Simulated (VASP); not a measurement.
# Ga (Cmcm) in VASP: further runs, part 2 of 3

VASP 6.6.1. The steps go on from the part before.

## Step 3: Single point, PBE (volume scaled by 1.04)

Contents of INCAR:

```
SYSTEM = Ga
  ALGO = Fast
  EDIFF = 1E-7
  ENCUT = 520
  GGA = PE
  ISIF = 2
  ISMEAR = -1
  LASPH = .TRUE.
  LCHARG = .TRUE.
  LELF = .TRUE.
  LREAL = .FALSE.
  LVHAR = .TRUE.
  LWAVE = .FALSE.
  NBANDS = 20
  NELM = 100
  PREC = Accurate
  SIGMA = 0.05
```

Contents of KPOINTS:

```
k-points
0
G
  10 10 8
  0 0 0
```

Contents of POSCAR:

```
Ga
1.0
    1.4690811355     -4.1184929765      0.0000000000
    1.4690811355      4.1184929765      0.0000000000
    0.0000000000      0.0000000000      3.2117153101
Ga
2
Direct
    0.1330000000      0.8670000000      0.7500000000
    0.8670000000      0.1330000000      0.2500000000
```

Potentials or basis: VASP PAW PBE potentials, release 64 (Ga_d).

Launch:

```sh
> cat potpaw_PBE.64/Ga_d/POTCAR > POTCAR
> mpirun -np 1 vasp_std > vasp.out
```

OUTCAR:

```text
SYSTEM = Ga
   EDIFF = 1E-7
   ENCUT = 520
   GGA = PE
   ISIF = 2
   ISMEAR = -1
   LASPH = .TRUE.
   LREAL = .FALSE.
   NELM = 100
   PREC = Accurate

 ion  position               nearest neighbor table
   1  0.133  0.867  0.750-   2 2.72   2 2.72   2 2.91   2 2.91   2 2.91   2 2.91
   2  0.867  0.133  0.250-   1 2.72   1 2.72   1 2.91   1 2.91   1 2.91   1 2.91

  LATTYP: Found a base centered orthorhombic cell.
 ALAT       =     2.9381622710
 B/A-ratio  =     2.8034482759
 C/A-ratio  =     1.0931034483

  Lattice vectors:

 A1 = (   1.4690811355,  -4.1184929765,   0.0000000000)
 A2 = (   1.4690811355,   4.1184929765,   0.0000000000)
 A3 = (   0.0000000000,   0.0000000000,   3.2117153101)

Analysis of symmetry for initial positions (statically):
=====================================================================
 Subroutine PRICEL returns:
 Original cell was already a primitive cell.

 Routine SETGRP: Setting up the symmetry group for a
 base centered orthorhombic supercell.

 Subroutine GETGRP returns: Found  8 space group operations
 (whereof  4 operations were pure point group operations)
 out of a pool of  8 trial point group operations.

The static configuration has the point symmetry C_2h.
 The point group associated with its full space group is D_2h.

Analysis of symmetry for dynamics (positions and initial velocities):
=====================================================================
 Subroutine PRICEL returns:
 Original cell was already a primitive cell.

 Routine SETGRP: Setting up the symmetry group for a
 base centered orthorhombic supercell.

 Subroutine GETGRP returns: Found  8 space group operations
 (whereof  4 operations were pure point group operations)
 out of a pool of  8 trial point group operations.

The dynamic configuration has the point symmetry C_2h.
 The point group associated with its full space group is D_2h.

 Subroutine INISYM returns: Found  8 space group operations
 (whereof  4 operations are pure point group operations),
 and found     1 'primitive' translations

----------------------------------------------------------------------------------------

                                     Primitive cell

  volume of cell :      38.8643

  direct lattice vectors                    reciprocal lattice vectors
     1.469081135 -4.118492976  0.000000000     0.340348799 -0.121403631  0.000000000
     1.469081135  4.118492976  0.000000000     0.340348799  0.121403631  0.000000000
     0.000000000  0.000000000  3.211715310     0.000000000  0.000000000  0.311360100

  length of vectors
     4.372663237  4.372663237  3.211715310     0.361353216  0.361353216  0.311360100

  position of ions in fractional coordinates (direct lattice)
     0.133000000  0.867000000  0.750000000
     0.867000000  0.133000000  0.250000000

  ion indices of the primitive-cell ions
   primitive index   ion index
                 1           1
                 2           2

----------------------------------------------------------------------------------------

 KPOINTS: k-points

Automatic generation of k-mesh.
 Grid dimensions read from file:
 generate k-points for:   10   10    8

 Generating k-lattice:

  Cartesian coordinates                     Fractional coordinates (reciprocal lattice)
     0.034034880 -0.012140363  0.000000000     0.100000000 -0.000000000  0.000000000
     0.034034880  0.012140363  0.000000000    -0.000000000  0.100000000  0.000000000
     0.000000000  0.000000000  0.038920012     0.000000000  0.000000000  0.125000000

  Length of vectors
     0.036135322  0.036135322  0.038920012

  Shift w.r.t. Gamma in fractional coordinates (k-lattice)
     0.000000000  0.000000000  0.000000000

 Subroutine IBZKPT returns following result:
 ===========================================

 Found    155 irreducible k-points:

 Following reciprocal coordinates:
            Coordinates               Weight
  0.000000  0.000000  0.000000      1.000000
  0.100000  0.000000  0.000000      4.000000
  0.200000  0.000000  0.000000      4.000000
  0.300000  0.000000  0.000000      4.000000
  0.400000  0.000000  0.000000      4.000000
  0.500000  0.000000  0.000000      2.000000
[... 16 lines left out ...]
  0.300000  0.300000  0.000000      2.000000
  0.400000  0.300000  0.000000      4.000000
 [... further k-points ...]
   k-points           NKPTS =    155   k-points in BZ     NKDIM =    155   number of bands    NBANDS=     20
   number of dos      NEDOS =    301   number of ions     NIONS =      2
   total plane-waves  NPLWV =  31104
   dimension x,y,z NGX =    36 NGY =   36 NGZ =   24
   dimension x,y,z NGXF=    72 NGYF=   72 NGZF=   48
   ions per type =               2
   NGX,Y,Z   is equivalent  to a cutoff of  13.69, 13.69, 12.42 a.u.
   NGXF,Y,Z  is equivalent  to a cutoff of  27.37, 27.37, 24.85 a.u.
 SYSTEM =  Ga
   PREC   = accura    normal or accurate (medium, high low for compatibility)
   ISTART =      0    job   : 0-new  1-cont  2-samecut
   ICHARG =      2    charge: 1-file 2-atom 10-const
   ISPIN  =      1    spin polarized calculation?
   LNONCOLLINEAR =      F non collinear calculations
   LSORBIT =      F    spin-orbit coupling
   LASPH  =      T    aspherical Exc in radial PAW
   ENCUT  =  520.0 eV  38.22 Ry    6.18 a.u.   8.13  8.13  5.97*2*pi/ulx,y,z
   NELM   =    100;   NELMIN=  2; NELMDL= -5     # of ELM steps
   EDIFF  = 0.1E-06   stopping-criterion for ELM
   LREAL  =      F    real-space projection
   EDIFFG = 0.1E-05   stopping-criterion for IOM
   NSW    =      0    number of steps for IOM
   IBRION =     -1    ionic relax: 0-MD 1-quasi-New 2-CG
   NFREE  =      0    steps in history (QN), initial steepest desc. (CG)
   ISIF   =      2    stress and relaxation
   ISYM   =      2    0-nonsym 1-usesym 2-fastsym
   POTIM  = 0.5000    time-step for ionic-motion
   TEBEG  =    0.0;   TEEND  =   0.0 temperature during run
   PSTRESS=    0.0 pullay stress
   NELECT =      26.0000    total number of electrons
   NUPDOWN=      -1.0000    fix difference up-down
   EMIN   =  10.00;   EMAX   =-10.00  energy-range for DOS
   EFERMI =   0.00;   METHOD = LEGACY
   ISMEAR =    -1;   SIGMA  =   0.05  broadening in eV -4-tet -1-fermi 0-gaus
   EFERMI_NEDOS =   21; number of points for ismear=-14 and -15
   IALGO  =     68    algorithm
   IMIX   =      4    mixing-type and parameters
     AMIX     =   0.40;   BMIX     =  1.00
     AMIX_MAG =   1.60;   BMIX_MAG =  1.00
  volume/ion in A,a.u.               =      19.43       131.13
  Fermi-wavevector in a.u.,A,eV,Ry     =   1.431800  2.705709 27.892624  2.050050
  Thomas-Fermi vector in A             =   2.551497
   LORBIT       =      0    0 simple, 1 ext, 2 COOP (PROOUT), +10 PAW based schemes
   GGA     = PE    functional components
   LHFCALC =     F    Hartree Fock is set to
   AEXX    =    0.0000 exact exchange contribution
   IVDW    =     0    specifies the selected vdW correction
   LEPSILON=     F    determine dielectric tensor
   LRPA    =     F    only Hartree local field effects (RPA)
 non-spin polarized calculation
 RMM-DIIS sequential band-by-band and
  energy-cutoff  :      520.00
  volume of cell :       38.86
 maximum number of plane-waves:      1072
 NGX is ok and might be reduce to    36
   NGX = 17   NGY = 17   NGZ = 11

 number of electron      26.0000009 magnetization

 Free energy of the ion-electron system (eV)
  ---------------------------------------------------
  ext. energy  EPLUGINS =         0.00000000
  ---------------------------------------------------
  free energy    TOTEN  =        -5.79114395 eV

  energy without entropy =       -5.78744372  energy(sigma->0) =       -5.78929384

 E-fermi :   5.1981     XC(G=0): -10.8240

 val. band max:        5.1840014562   @ k =   0.5000   0.0000   0.3750
 cond. band min:       5.2011808903   @ k =   0.2000   0.1000   0.1250
 fundamental gap:      0.0171794341
 Fermi energy:         5.1980640083

 k-point     1 :       0.0000    0.0000    0.0000
  band No.  band energies     occupation
      1      -9.8466      2.00000
      2      -9.8278      2.00000
      3      -9.7674      2.00000
      4      -9.7503      2.00000
      5      -9.5808      2.00000
      6      -9.5676      2.00000
[... 12 lines left out ...]
     19      16.1874      0.00000
     20      16.8039      0.00000
[... 507 lines left out ...]
 k-point    24 :       0.4000    0.3000    0.0000
  band No.  band energies     occupation
      1      -9.7761      2.00000
      2      -9.7423      2.00000
      3      -9.7111      2.00000
      4      -9.6781      2.00000
      5      -9.6284      2.00000
      6      -9.6202      2.00000
[... 12 lines left out ...]
     19      14.9047      0.00000
     20      16.6365      0.00000

 [... further k-points ...]
[... 5 lines left out ...]
  --------------------------------------------------------------------------------------
  -------------------------------------------------------------------------------------
  Total       -0.4318906     -0.0367423      0.1076053      0.0000000     -0.0000000      0.0000000
  in kB      -17.8046404     -1.5146958      4.4360154      0.0000000     -0.0000000      0.0000000
  external PRESSURE =      -4.9611070 kB  Pullay stress =       0.0000000 kB

 VOLUME and BASIS-vectors are now :
 -----------------------------------------------------------------------------
  energy-cutoff  :      520.00
  volume of cell :       38.86
      direct lattice vectors                 reciprocal lattice vectors
     1.469081135 -4.118492976  0.000000000     0.340348799 -0.121403631  0.000000000
     1.469081135  4.118492976  0.000000000     0.340348799  0.121403631  0.000000000
     0.000000000  0.000000000  3.211715310     0.000000000  0.000000000  0.311360100

 POSITION                                       TOTAL-FORCE (eV/Angst)
 -----------------------------------------------------------------------------------
      1.46908      3.02297      2.40879         0.000000     -0.199212     -0.000000
      1.46908     -3.02297      0.80293         0.000000      0.199212      0.000000
 -----------------------------------------------------------------------------------
    total drift:                                0.000000     -0.000000     -0.000000

  FREE ENERGIE OF THE ION-ELECTRON SYSTEM (eV)
  ---------------------------------------------------
  free  energy   TOTEN  =        -5.7911439548 eV

  energy  without entropy=       -5.7874437224  energy(sigma->0) =       -5.78929384
```

stdout:

```text
POSCAR found type information on POSCAR Ga
 POSCAR found :  1 types and       2 ions
 scaLAPACK will be used
 LDA part: xc-table for (Slater+PW92), standard interpolation
 POSCAR, INCAR and KPOINTS ok, starting setup
 FFT: planning ... GRIDC
 FFT: planning ... GRID_SOFT
 FFT: planning ... GRID
 WAVECAR not read
 entering main loop
WARNING in EDDRMM: call to ZHEGV failed, returncode =   6  3     18
 num prob  num prob  num prob  num prob  num prob  num prob  num prob  num prob WARNING in EDDRMM: call to ZHEGV failed, returncode =   8  4     18
 num prob  num prob WARNING in EDDRMM: call to ZHEGV failed, returncode =   6  3     18
```

Wall time 53 s (1 thread of Intel Xeon 6975P-C (Granite Rapids), shared host); peak memory 0.24 GiB.

What came out:

```yaml
Free_energy: -5.7911 eV
Pressure: -0.5 GPa
Largest_force: 0.199 eV/Å
Band_gap_on_the_k_mesh: zero (band 13 reaches 10.29 eV, above the bottom of band 14 at 1.24 eV)
```

Forces on the atoms (eV/Å):
```
Ga   0.000 -0.199  0.000
Ga   0.000  0.199  0.000
```

## Step 4: Single point, PBE (volume scaled by 1.06)

Contents of INCAR:

```
  PREC = Accurate
  ENCUT = 520
  EDIFF = 1E-6
  ISMEAR = -1
  SIGMA = 0.05
  LREAL = F
  LASPH = T
  NELM = 80
  ALGO = Normal
  ISIF = 2
  LWAVE = F
  LCHARG = F
  GGA = PE
  NBANDS = 20
```

Contents of KPOINTS:

```
Automatic mesh
0
Gamma
  10 10 8
```

Contents of POSCAR:

```
Ga
1.0
    1.4784385925     -4.1447261231      0.0000000000
    1.4784385925      4.1447261231      0.0000000000
    0.0000000000      0.0000000000      3.2321726471
Ga
2
Direct
    0.1330000000      0.8670000000      0.7500000000
    0.8670000000      0.1330000000      0.2500000000
```

Potentials or basis: VASP PAW PBE potentials, release 64 (Ga_d).

Launch:

```sh
> cat potpaw_PBE.64/Ga_d/POTCAR > POTCAR
> mpirun -np 1 vasp_std > vasp.out
```

OUTCAR:

```text
PREC = Accurate
   ENCUT = 520
   EDIFF = 1E-6
   ISMEAR = -1
   LREAL = F
   LASPH = T
   NELM = 80
   ISIF = 2
   GGA = PE

 ion  position               nearest neighbor table
   1  0.133  0.867  0.750-   2 2.73   2 2.73
   2  0.867  0.133  0.250-   1 2.73   1 2.73

  LATTYP: Found a base centered orthorhombic cell.
 ALAT       =     2.9568771850
 B/A-ratio  =     2.8034482759
 C/A-ratio  =     1.0931034483

  Lattice vectors:

[... 189 lines left out ...]
      1      -9.9907      2.00000
      2      -9.9744      2.00000
      3      -9.9169      2.00000
      4      -9.8987      2.00000
      5      -9.7385      2.00000
      6      -9.7265      2.00000
[... 541 lines left out ...]
     19      14.6391      0.00000
     20      16.3703      0.00000

 [... further k-points ...]
[... 5 lines left out ...]
  --------------------------------------------------------------------------------------
  -------------------------------------------------------------------------------------
  Total       -0.6080854     -0.2811695     -0.1569336      0.0000000      0.0000000      0.0000000
  in kB      -24.5952638    -11.3724763     -6.3475034      0.0000000      0.0000000      0.0000000
  external PRESSURE =     -14.1050811 kB  Pullay stress =       0.0000000 kB

 VOLUME and BASIS-vectors are now :
 -----------------------------------------------------------------------------
  energy-cutoff  :      520.00
  volume of cell :       39.61
      direct lattice vectors                 reciprocal lattice vectors
     1.478438593 -4.144726123  0.000000000     0.338194635 -0.120635233  0.000000000
     1.478438593  4.144726123  0.000000000     0.338194635  0.120635233  0.000000000
     0.000000000  0.000000000  3.232172647     0.000000000  0.000000000  0.309389414

 POSITION                                       TOTAL-FORCE (eV/Angst)
 -----------------------------------------------------------------------------------
      1.47844      3.04223      2.42413         0.000000     -0.190327     -0.000000
      1.47844     -3.04223      0.80804         0.000000      0.190327      0.000000
 -----------------------------------------------------------------------------------
    total drift:                                0.000000     -0.000000     -0.000000

  FREE ENERGIE OF THE ION-ELECTRON SYSTEM (eV)
  ---------------------------------------------------
  free  energy   TOTEN  =        -5.7869781278 eV

  energy  without entropy=       -5.7828278878  energy(sigma->0) =       -5.78490301
```

OSZICAR:

```text
N       E                     dE             d eps       ncg     rms          rms(c)
DAV:   1     0.131482702875E+03    0.13148E+03   -0.13256E+04  6472   0.242E+03
DAV:   2     0.581848957835E+01   -0.12566E+03   -0.12278E+03  6340   0.384E+02
DAV:   3    -0.565488741616E+01   -0.11473E+02   -0.11407E+02  7056   0.946E+01
DAV:   4    -0.583153336348E+01   -0.17665E+00   -0.17655E+00  7180   0.130E+01
DAV:   5    -0.583443900501E+01   -0.29056E-02   -0.29055E-02  7092   0.164E+00    0.129E+00
DAV:   6    -0.579560869512E+01    0.38830E-01   -0.77379E-02  8344   0.444E+00    0.680E-01
DAV:   7    -0.578774577380E+01    0.78629E-02   -0.16718E-02  8844   0.172E+00    0.186E-01
DAV:   8    -0.578695709337E+01    0.78868E-03   -0.22208E-03  6600   0.643E-01    0.194E-02
DAV:   9    -0.578697803954E+01   -0.20946E-04   -0.10604E-04  7552   0.109E-01    0.719E-03
DAV:  10    -0.578697812781E+01   -0.88267E-07   -0.70084E-06  7024   0.325E-02
   1 F= -.57869781E+01 E0= -.57849030E+01  d E =-.415024E-02
```

stdout:

```text
POSCAR found type information on POSCAR Ga
 POSCAR found :  1 types and       2 ions
 scaLAPACK will be used
 LDA part: xc-table for (Slater+PW92), standard interpolation
 POSCAR, INCAR and KPOINTS ok, starting setup
 FFT: planning ... GRIDC
 FFT: planning ... GRID_SOFT
 FFT: planning ... GRID
 WAVECAR not read
 entering main loop
```

Run time: 32 s. Hardware: 1 thread of Intel Xeon 6975P-C (Granite Rapids), shared host; peak memory 0.24 GiB.

Results:

- Free energy: -5.7870 eV
- Pressure: -1.4 GPa
- Largest force: 0.190 eV/Å
- Band gap on the k mesh: zero (band 13 reaches 10.06 eV, above the bottom of band 14 at 1.15 eV)

Forces in eV/Å, atoms in the order of the input:
```
Ga   0.000 -0.190  0.000
Ga   0.000  0.190  0.000
```

[end of part 2 of 3]
